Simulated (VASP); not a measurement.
A run of VASP 6.6.1:

Contents of INCAR:

```
ALGO = Normal
EDIFF = 1E-6
ENCUT = 520
ISIF = 2
ISMEAR = -1
ISPIN = 2
LASPH = True
LCHARG = False
LMAXMIX = 4
LORBIT = 11
LREAL = False
LWAVE = False
MAGMOM = 3 0 0 0
NBANDS = 33
NELM = 150
PREC = Accurate
SIGMA = 0.1
```

The input KPOINTS:

```
k-points
0
Gamma
  6 6 6
```

Contents of POSCAR:

```
CrPd3
1.0
    3.9919918568      0.0000000000      0.0000000000
    0.0000000000      3.9919918568      0.0000000000
    0.0000000000      0.0000000000      3.9919918568
Cr Pd
1 3
Direct
    0.0000000000      0.0000000000      0.0000000000
    0.0000000000      0.5000000000      0.5000000000
    0.5000000000      0.0000000000      0.5000000000
    0.5000000000      0.5000000000      0.0000000000
```

Potentials or basis: VASP PAW LDA potentials, release 64 (Cr_pv, Pd).

Launch:

```console
$ cat potpaw_LDA.64/Cr_pv/POTCAR potpaw_LDA.64/Pd/POTCAR > POTCAR
$ mpirun -np 1 vasp_std > vasp.out
```

Hardware: 1 thread of Intel Xeon 6975P-C (shared host).

Problem. Estimate the wall time of this run.

Solution. It took 2.2 min on 1 thread of Intel Xeon 6975P-C, with other jobs on the host, peak memory 0.2 GiB. Counts: scf iterations 27, k points 20.
